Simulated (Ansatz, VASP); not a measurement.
**BN in VASP and in Ansatz**

```
B N
1.0
     2.50612    0.00000    0.00000
    -1.25306    2.17037    0.00000
     0.00000    0.00000    6.59736
B N
2 2
Direct
  0.11058 0.22116 0.48545
  0.33333 0.66667 0.00000
  0.00000 0.00000 0.00000
  0.66667 0.33333 0.50000
```

Alike in both runs: task single point; functional PBE; dispersion D3(BJ); k mesh 12 × 12 × 4; occupations gaussian, width 0.05 eV; no spin polarisation.

|  | VASP | Ansatz |
| --- | --- | --- |
| version | VASP 6.6.1 | Ansatz 0.2.0 |
| potentials or method | VASP PAW PBE potentials, release 64 (B, N), cutoff 520 eV | scalar-relativistic, plane waves, PAW |
| valence electrons in the cell | 16 | 16 |

```tsv
	VASP	Ansatz	Ansatz less VASP
gap on the k mesh at the Fermi level (eV)	1.57	1.59	+0.017
least direct gap on the mesh (eV)	3.12	3.13	+0.012
pressure (GPa)	21.8	22.0	+0.20
traceless stress, the component that is largest in VASP (GPa)	24.44	24.71	+0.276
rms of the force components (eV/Å)	1.866	1.881	+0.0144
```

Atom by atom the forces differ by 0.017 eV/Å (rms over components).
